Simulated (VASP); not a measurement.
# SrTe (rocksalt type) (Fm-3m) in VASP: a series of runs

SrTe (rocksalt type) is run at these levels: PBE; tasks: relaxation of cell and atoms.

All numbers are computed with VASP 6.6.1; they aren't measurements. Logs are shortened: lines on timing, memory, paths and dates and some standing lists are left out, and cuts for length are marked.

### Step 1. The cell of the first run

The structure is cubic, space group Fm-3m (No. 225). Conventional cell: a = 6.439 Å, b = 6.439 Å, c = 6.439 Å, α = 90.00°, β = 90.00°, γ = 90.00°. Sr (site symmetry m-3m) has 6 Te at 3.22 Å within 4.2 Å. Te (site symmetry m-3m) has 6 Sr at 3.22 Å within 4.2 Å.

### Step 2. Relaxation of cell and atoms, PBE

File INCAR:

```
ALGO = Normal
EDIFF = 1E-7
EDIFFG = -0.005
ENCUT = 500
GGA = PE
GGA_COMPAT = F
IBRION = 2
ISIF = 3
ISMEAR = -1
LASPH = T
LCHARG = F
LREAL = F
LWAVE = F
NELM = 120
NELMIN = 4
NSW = 100
PREC = Accurate
SIGMA = 0.03
```

File KPOINTS:

```
k-points
0
Gamma
  11 11 11
```

File POSCAR:

```
SrTe
1.0
    0.0000000000      3.2195088072      3.2195088072
    3.2195088072      0.0000000000      3.2195088072
    3.2195088072      3.2195088072      0.0000000000
Sr Te
1 1
Direct
    0.0000000000      0.0000000000      0.0000000000
    0.5000000000      0.5000000000      0.5000000000
```

Potentials or basis: VASP PAW PBE potentials, release 64 (Sr_sv, Te).

Run with:

```console
$ cat potpaw_PBE.64/Sr_sv/POTCAR potpaw_PBE.64/Te/POTCAR > POTCAR
$ mpirun -np 1 vasp_std > vasp.out
```

OUTCAR:

```text
EDIFF = 1E-7
   EDIFFG = -0.005
   ENCUT = 500
   GGA = PE
   IBRION = 2
   ISIF = 3
   ISMEAR = -1
   LASPH = T
   LREAL = F
   NELM = 120
   NELMIN = 4
   NSW = 100
   PREC = Accurate

 ion  position               nearest neighbor table
   1  0.000  0.000  0.000-   2 3.22   2 3.22   2 3.22   2 3.22   2 3.22   2 3.22
   2  0.500  0.500  0.500-   1 3.22   1 3.22   1 3.22   1 3.22   1 3.22   1 3.22

  LATTYP: Found a face centered cubic cell.
 ALAT       =     6.4390176144

  Lattice vectors:

 A1 = (   0.0000000000,   3.2195088072,   3.2195088072)
 A2 = (   3.2195088072,   0.0000000000,   3.2195088072)
 A3 = (   3.2195088072,   3.2195088072,   0.0000000000)

Analysis of symmetry for initial positions (statically):
=====================================================================
 Subroutine PRICEL returns:
 Original cell was already a primitive cell.

 Routine SETGRP: Setting up the symmetry group for a
 face centered cubic supercell.

 Subroutine GETGRP returns: Found 48 space group operations
 (whereof 48 operations were pure point group operations)
 out of a pool of 48 trial point group operations.

The static configuration has the point symmetry O_h .

Analysis of symmetry for dynamics (positions and initial velocities):
=====================================================================
 Subroutine PRICEL returns:
 Original cell was already a primitive cell.

 Routine SETGRP: Setting up the symmetry group for a
 face centered cubic supercell.

 Subroutine GETGRP returns: Found 48 space group operations
 (whereof 48 operations were pure point group operations)
 out of a pool of 48 trial point group operations.

The dynamic configuration has the point symmetry O_h .

 Subroutine INISYM returns: Found 48 space group operations
 (whereof 48 operations are pure point group operations),
 and found     1 'primitive' translations

----------------------------------------------------------------------------------------

                                     Primitive cell

  volume of cell :      66.7419

  direct lattice vectors                    reciprocal lattice vectors
     0.000000000  3.219508807  3.219508807    -0.155303194  0.155303194  0.155303194
     3.219508807  0.000000000  3.219508807     0.155303194 -0.155303194  0.155303194
     3.219508807  3.219508807  0.000000000     0.155303194  0.155303194 -0.155303194

  length of vectors
     4.553073019  4.553073019  4.553073019     0.268993022  0.268993022  0.268993022

  position of ions in fractional coordinates (direct lattice)
     0.000000000  0.000000000  0.000000000
     0.500000000  0.500000000  0.500000000

  ion indices of the primitive-cell ions
   primitive index   ion index
                 1           1
                 2           2

----------------------------------------------------------------------------------------

 KPOINTS: k-points

Automatic generation of k-mesh.
 Grid dimensions read from file:
 generate k-points for:   11   11   11

 Generating k-lattice:

  Cartesian coordinates                     Fractional coordinates (reciprocal lattice)
    -0.014118472  0.014118472  0.014118472     0.090909091  0.000000000  0.000000000
     0.014118472 -0.014118472  0.014118472     0.000000000  0.090909091  0.000000000
     0.014118472  0.014118472 -0.014118472     0.000000000  0.000000000  0.090909091

  Length of vectors
     0.024453911  0.024453911  0.024453911

  Shift w.r.t. Gamma in fractional coordinates (k-lattice)
     0.000000000  0.000000000  0.000000000

 Subroutine IBZKPT returns following result:
 ===========================================

 Found     56 irreducible k-points:

 Following reciprocal coordinates:
            Coordinates               Weight
  0.000000  0.000000  0.000000      1.000000
  0.090909  0.000000  0.000000      8.000000
  0.181818  0.000000  0.000000      8.000000
  0.272727  0.000000  0.000000      8.000000
  0.363636  0.000000  0.000000      8.000000
  0.454545  0.000000  0.000000      8.000000
[... 16 lines left out ...]
 -0.272727  0.181818  0.000000     24.000000
 -0.181818  0.181818  0.000000     12.000000
 [... further k-points ...]
   k-points           NKPTS =     56   k-points in BZ     NKDIM =     56   number of bands    NBANDS=     12
   number of dos      NEDOS =    301   number of ions     NIONS =      2
   total plane-waves  NPLWV =  46656
   dimension x,y,z NGX =    36 NGY =   36 NGZ =   36
   dimension x,y,z NGXF=    72 NGYF=   72 NGZF=   72
   ions per type =               1   1
   NGX,Y,Z   is equivalent  to a cutoff of  13.14, 13.14, 13.14 a.u.
   NGXF,Y,Z  is equivalent  to a cutoff of  26.29, 26.29, 26.29 a.u.
 SYSTEM =  unknown system
   PREC   = accura    normal or accurate (medium, high low for compatibility)
   ISTART =      0    job   : 0-new  1-cont  2-samecut
   ICHARG =      2    charge: 1-file 2-atom 10-const
   ISPIN  =      1    spin polarized calculation?
   LNONCOLLINEAR =      F non collinear calculations
   LSORBIT =      F    spin-orbit coupling
   LASPH  =      T    aspherical Exc in radial PAW
   ENCUT  =  500.0 eV  36.75 Ry    6.06 a.u.   8.30  8.30  8.30*2*pi/ulx,y,z
   NELM   =    120;   NELMIN=  4; NELMDL= -5     # of ELM steps
   EDIFF  = 0.1E-06   stopping-criterion for ELM
   LREAL  =      F    real-space projection
   EDIFFG = -.5E-02   stopping-criterion for IOM
   NSW    =    100    number of steps for IOM
   IBRION =      2    ionic relax: 0-MD 1-quasi-New 2-CG
   NFREE  =      1    steps in history (QN), initial steepest desc. (CG)
   ISIF   =      3    stress and relaxation
   ISYM   =      2    0-nonsym 1-usesym 2-fastsym
   POTIM  = 0.5000    time-step for ionic-motion
   TEBEG  =    0.0;   TEEND  =   0.0 temperature during run
   PSTRESS=    0.0 pullay stress
   NELECT =      16.0000    total number of electrons
   NUPDOWN=      -1.0000    fix difference up-down
   EMIN   =  10.00;   EMAX   =-10.00  energy-range for DOS
   EFERMI =   0.00;   METHOD = LEGACY
   ISMEAR =    -1;   SIGMA  =   0.03  broadening in eV -4-tet -1-fermi 0-gaus
   EFERMI_NEDOS =   21; number of points for ismear=-14 and -15
   IALGO  =     38    algorithm
   IMIX   =      4    mixing-type and parameters
     AMIX     =   0.40;   BMIX     =  1.00
     AMIX_MAG =   1.60;   BMIX_MAG =  1.00
  volume/ion in A,a.u.               =      33.37       225.20
  Fermi-wavevector in a.u.,A,eV,Ry     =   1.016987  1.921826 14.071984  1.034262
  Thomas-Fermi vector in A             =   2.150362
   LORBIT       =      0    0 simple, 1 ext, 2 COOP (PROOUT), +10 PAW based schemes
   GGA     = PE    functional components
   LHFCALC =     F    Hartree Fock is set to
   AEXX    =    0.0000 exact exchange contribution
   IVDW    =     0    specifies the selected vdW correction
   LEPSILON=     F    determine dielectric tensor
   LRPA    =     F    only Hartree local field effects (RPA)
 conjugate gradient relaxation of ions
 non-spin polarized calculation
  energy-cutoff  :      500.00
  volume of cell :       66.74
 maximum number of plane-waves:      1715
 NGX is ok and might be reduce to    36
   NGX = 17   NGY = 17   NGZ = 17

--------------------------------------- Ionic step        1  -------------------------------------------

 number of electron      16.0000000 magnetization

 Free energy of the ion-electron system (eV)
  ---------------------------------------------------
  ext. energy  EPLUGINS =         0.00000000
  ---------------------------------------------------
  free energy    TOTEN  =        -8.12512328 eV

  energy without entropy =       -8.12512328  energy(sigma->0) =       -8.12512328

 E-fermi :   4.3087     XC(G=0):  -8.9366

 val. band max:        3.6312778995   @ k =   0.0000   0.0000   0.0000
 cond. band min:       5.0510817209   @ k =   0.4545   0.4545   0.0000
 fundamental gap:      1.4198038214
 Fermi energy:         4.3087436709

 k-point     1 :       0.0000    0.0000    0.0000
  band No.  band energies     occupation
      1     -30.8136      2.00000
      2     -12.8389      2.00000
      3     -12.8389      2.00000
      4     -12.8389      2.00000
      5      -6.6936      2.00000
      6       3.6313      2.00000
      7       3.6313      2.00000
      8       3.6313      2.00000
      9       6.7768      0.00000
     10       6.7768      0.00000
     11       6.7768      0.00000
     12       6.9601      0.00000

 k-point     2 :       0.0909    0.0000    0.0000
  band No.  band energies     occupation
      1     -30.8129      2.00000
      2     -12.8565      2.00000
      3     -12.8395      2.00000
      4     -12.8395      2.00000
      5      -6.6317      2.00000
      6       3.1895      2.00000
      7       3.4689      2.00000
      8       3.4689      2.00000
      9       6.7805      0.00000
     10       6.9072      0.00000
     11       6.9072      0.00000
     12       7.4514      0.00000
[... 460 lines left out ...]
 POSITION                                       TOTAL-FORCE (eV/Angst)
 -----------------------------------------------------------------------------------
      3.36361     -0.00000      3.36361         0.000000     -0.000000      0.000000
      3.36361      3.36361      3.36361        -0.000000      0.000000     -0.000000
 -----------------------------------------------------------------------------------
    total drift:                                0.000000      0.000000      0.000000

  FREE ENERGIE OF THE ION-ELECTRON SYSTEM (eV)
  ---------------------------------------------------
  free  energy   TOTEN  =        -8.2676351219 eV

  energy  without entropy=       -8.2676351218  energy(sigma->0) =       -8.26763512

--------------------------------------- Ionic step        5  -------------------------------------------

 number of electron      16.0000000 magnetization

 Free energy of the ion-electron system (eV)
  ---------------------------------------------------
  ext. energy  EPLUGINS =         0.00000000
  ---------------------------------------------------
  free energy    TOTEN  =        -8.26765710 eV

  energy without entropy =       -8.26765710  energy(sigma->0) =       -8.26765710

 E-fermi :   3.2043     XC(G=0):  -8.4049

 val. band max:        2.6541179576   @ k =   0.0000   0.0000   0.0000
 cond. band min:       4.4406292510   @ k =   0.4545   0.4545   0.0000
 fundamental gap:      1.7865112934
 Fermi energy:         3.2043155039

 k-point     1 :       0.0000    0.0000    0.0000
  band No.  band energies     occupation
      1     -32.0993      2.00000
      2     -14.0828      2.00000
      3     -14.0828      2.00000
      4     -14.0828      2.00000
      5      -7.2396      2.00000
      6       2.6541      2.00000
      7       2.6541      2.00000
      8       2.6541      2.00000
      9       5.3844      0.00000
     10       5.9493      0.00000
     11       5.9493      0.00000
     12       5.9493      0.00000

 k-point     2 :       0.0909    0.0000    0.0000
  band No.  band energies     occupation
      1     -32.0990      2.00000
      2     -14.0919      2.00000
      3     -14.0833      2.00000
      4     -14.0833      2.00000
      5      -7.1970      2.00000
      6       2.2677      2.00000
      7       2.5346      2.00000
      8       2.5346      2.00000
      9       5.6780      0.00000
     10       6.0605      0.00000
     11       6.0605      0.00000
     12       6.1021      0.00000
[... 352 lines left out ...]
 POSITION                                       TOTAL-FORCE (eV/Angst)
 -----------------------------------------------------------------------------------
      0.00000      0.00000      0.00000        -0.000000     -0.000000     -0.000000
      3.36157      3.36157      3.36157         0.000000      0.000000      0.000000
 -----------------------------------------------------------------------------------
    total drift:                                0.000000      0.000000      0.000000

  FREE ENERGIE OF THE ION-ELECTRON SYSTEM (eV)
  ---------------------------------------------------
  free  energy   TOTEN  =        -8.2676570965 eV

  energy  without entropy=       -8.2676570965  energy(sigma->0) =       -8.26765710

 reached required accuracy - stopping structural energy minimisation
```

It took 3.7 min on 1 thread of Intel Xeon 8259CL, shared host; peak memory 0.25 GiB.

What came out:

* Free energy: -8.2677 eV
* Relaxed volume: 37.99 Å³/atom
* Relaxed cell: a = 4.754 Å, b = 4.754 Å, c = 4.754 Å, α = 60.00°, β = 60.00°, γ = 60.00°
* Space group after relaxing (to 0.1 Å): Fm-3m (No. 225)
* Energy gained by relaxing: 71.3 meV/atom
* Ionic steps: 5
* Pressure after relaxing: 0.0 GPa
* Band gap on the k mesh: 1.79 eV (least direct gap 2.50 eV)

The path:
| step | energy change (eV) | largest force (eV/Å) | pressure (GPa) | volume (Å³) |
| --- | --- | --- | --- | --- |
| 1 | 0.0000 | 0.0000 | 5.53 | 66.74 |
| 2 | -0.1345 | 0.0000 | -0.99 | 78.50 |
| 3 | -0.1425 | 0.0000 | 0.03 | 75.92 |
| 4 | -0.1425 | 0.0000 | -0.06 | 76.11 |
| 5 | -0.1425 | 0.0000 | 0.01 | 75.97 |

Final structure:
```yaml
crystal:
  lattice:
    - [0.00000, 3.36157, 3.36157]
    - [3.36157, 0.00000, 3.36157]
    - [3.36157, 3.36157, 0.00000]
  atoms:
    - { symbol: Sr, position: [0.00000, 0.00000, 0.00000] }
    - { symbol: Te, position: [0.50000, 0.50000, 0.50000] }
```

Levels at points of the mesh, in eV from the valence-band top:
```
           k point  band 6  band 7  band 8  band 9  band 10  band 11
(0.00, 0.00, 0.00)    0.00    0.00    0.00    2.73     3.30     3.30
```

Caveat: spin-orbit coupling is left out, which moves the levels of the heavy elements; an odd mesh through Γ misses points on the zone boundary, where band edges can lie.

(Continued in part 2 of 2.)
